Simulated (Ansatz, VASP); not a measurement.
# Two plane-wave programs on ZnO

INCAR

```
PREC = Accurate
ENCUT = 520
EDIFF = 1E-6
ISMEAR = 0
SIGMA = 0.05
LREAL = F
LASPH = T
NELM = 100
ALGO = Normal
ISIF = 2
LWAVE = F
LCHARG = F
GGA = PS
NBANDS = 26
```

KPOINTS

```
regular mesh
0
Gamma
  9 9 4
```

Contents of POSCAR:

```
ZnO
1.0
    3.1893281439      0.0000000000      0.0000000000
   -1.5946640719      2.7620391936      0.0000000000
    0.0000000000      0.0000000000      7.1304413500
Zn O
2 2
Direct
    0.0000000000      0.0000000000      0.7500000000
    0.0000000000      0.0000000000      0.2500000000
    0.3333333333      0.6666666667      0.2500000000
    0.6666666667      0.3333333333      0.7500000000
```

Input for Ansatz:

```yaml
crystal:
  lattice:
    - [3.1893281439, 0.0, 0.0]
    - [-1.5946640719, 2.7620391936, 0.0]
    - [0.0, 0.0, 7.13044135]
  atoms:
    - { symbol: Zn, position: [0.0, 0.0, 0.75] }
    - { symbol: Zn, position: [0.0, 0.0, 0.25] }
    - { symbol: O, position: [0.3333333333, 0.6666666667, 0.25] }
    - { symbol: O, position: [0.6666666667, 0.3333333333, 0.75] }
basis:
  ecutwfc: 420
kpoints:
  mp_grid: { grid: [9, 9, 4] }
hamiltonian:
  xc: pbesol
scf:
  occupations: { method: gaussian, width: 0.05 }
output:
  forces: true
  stress: true
  eigenvalues: true
```

Change from the starting cell: strain -0.030 along x and y, +0.000 along z, atoms carried along.

Alike in both runs: task single point; functional PBEsol; k mesh 9 × 9 × 4; occupations gaussian, width 0.05 eV; no spin polarisation.

|  | VASP | Ansatz |
| --- | --- | --- |
| version | VASP 6.6.1 | Ansatz 0.2.0 |
| potentials or method | VASP PAW PBE potentials, release 64 (Zn, O), cutoff 520 eV | scalar-relativistic, plane waves, PAW |
| valence electrons in the cell | 36 | 36 |

VASP gave:

* gap on the k mesh at the Fermi level (eV): 0.77
* least direct gap on the mesh (eV): 0.77
* pressure (GPa): 5.4
* traceless stress, the component that is largest in VASP (GPa): -6.21

Q: What did Ansatz give for the same quantities?

A: gap on the k mesh at the Fermi level (eV): 0.76; least direct gap on the mesh (eV): 0.76; pressure (GPa): 4.4; traceless stress, the component that is largest in VASP (GPa): -5.20.

VASP's potentials were made for PBE, not for PBEsol. With one functional, cell and mesh, what is left measures potentials, basis and numerics.
